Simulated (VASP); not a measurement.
Input of a VASP 6.6.1 run:

File INCAR:

```
SYSTEM = Pb
PREC = Accurate
ENCUT = 500
EDIFF = 1E-6
ISMEAR = -1
SIGMA = 0.05
LREAL = .FALSE.
LASPH = .TRUE.
NELM = 120
ALGO = Normal
ISIF = 2
LWAVE = .FALSE.
LCHARG = .FALSE.
NBANDS = 13
GGA_COMPAT = .FALSE.
```

File KPOINTS:

```
Automatic mesh
0
G
  15 15 15
  0 0 0
```

POSCAR

```
Pb
1.0
    0.0000000000      1.9364589671      1.9364589671
    1.9364589671      0.0000000000      1.9364589671
    1.9364589671      1.9364589671      0.0000000000
Pb
1
Direct
    0.0000000000      0.0000000000      0.0000000000
```

Potentials or basis: VASP PAW LDA potentials, release 64 (Pb_d).

Launch:

```console
$ cat potpaw_LDA.64/Pb_d/POTCAR > POTCAR
$ mpirun -np 1 vasp_std > vasp.out
```

What does it give for the band gap on the k mesh?

Zero (bands 7 and 8 overlap by 11.34 eV).

What does it give for the pressure?

202.1 GPa.

Caveat: the cell stands under pressure; spin-orbit coupling is left out, which moves the levels of the heavy elements.
